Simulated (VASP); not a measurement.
Wanted: the native input for a VASP 6.6.1 run.

| Item | Value |
| --- | --- |
| Task | single point |
| Functional | r2SCAN |
| Potentials or basis | VASP PAW PBE potentials, release 64 (I, K_sv) |
| Cutoff | 520 eV |
| k mesh | 7 × 7 × 7 |
| Occupations | fermi-dirac, width 0.05 eV |
| Spin | no spin polarisation |
| Dipole correction | no |
| Further INCAR settings | ALGO = Normal; EDIFF = 1e-07; NBANDS = 15 |

Crystal: KI.

```
CELL_PARAMETERS angstrom
0.00000 3.57926 3.57926
3.57926 0.00000 3.57926
3.57926 3.57926 0.00000
ATOMIC_POSITIONS crystal
I 0.50000 0.50000 0.50000
K 0.00000 0.00000 0.00000
```

One way to write it, as run:

POSCAR

```
KI
1.0
    0.0000000000      3.5792642128      3.5792642128
    3.5792642128      0.0000000000      3.5792642128
    3.5792642128      3.5792642128      0.0000000000
I K
1 1
Direct
    0.5000000000      0.5000000000      0.5000000000
    0.0000000000      0.0000000000      0.0000000000
```

INCAR.step1

```
SYSTEM = KI
ALGO = Normal ; EDIFF = 1E-4
ENCUT = 520 ; GGA = PE
ISMEAR = -1 ; LASPH = .TRUE.
LCHARG = .FALSE. ; LREAL = .FALSE.
LWAVE = .TRUE. ; NBANDS = 15
NELM = 60 ; PREC = Accurate
SIGMA = 0.05
```

INCAR.step2

```
SYSTEM = KI
ALGO = Normal ; EDIFF = 1E-7
ENCUT = 520 ; ISIF = 2
ISMEAR = -1 ; ISTART = 1
LASPH = .TRUE. ; LCHARG = .TRUE.
LELF = .TRUE. ; LMIXTAU = .TRUE.
LREAL = .FALSE. ; LVHAR = .TRUE.
LWAVE = .FALSE. ; METAGGA = R2SCAN
NBANDS = 15 ; NELM = 60
PREC = Accurate ; SIGMA = 0.05
```

KPOINTS

```
k-points
0
G
  7 7 7
  0 0 0
```

Potentials or basis: VASP PAW PBE potentials, release 64 (I, K_sv).

Run with:

```console
$ cat potpaw_PBE.64/I/POTCAR potpaw_PBE.64/K_sv/POTCAR > POTCAR
$ cp INCAR.step1 INCAR
$ mpirun -np 1 vasp_std > vasp.out
$ cp INCAR.step2 INCAR
$ mpirun -np 1 vasp_std > vasp.out
```

Results of the run:

| Property | Result |
| --- | --- |
| Pressure | -0.3 GPa |
| Band gap on the k mesh | 4.51 eV, direct |

Caveat: the PAW data sets were made with another functional, which shifts forces and pressure a little; spin-orbit coupling is left out, which moves the levels of the heavy elements.

Wall time 87 s on 1 thread of Intel(R) Xeon(R) Platinum 8559C (Emerald Rapids), on a shared host, peak memory 0.27 GiB.
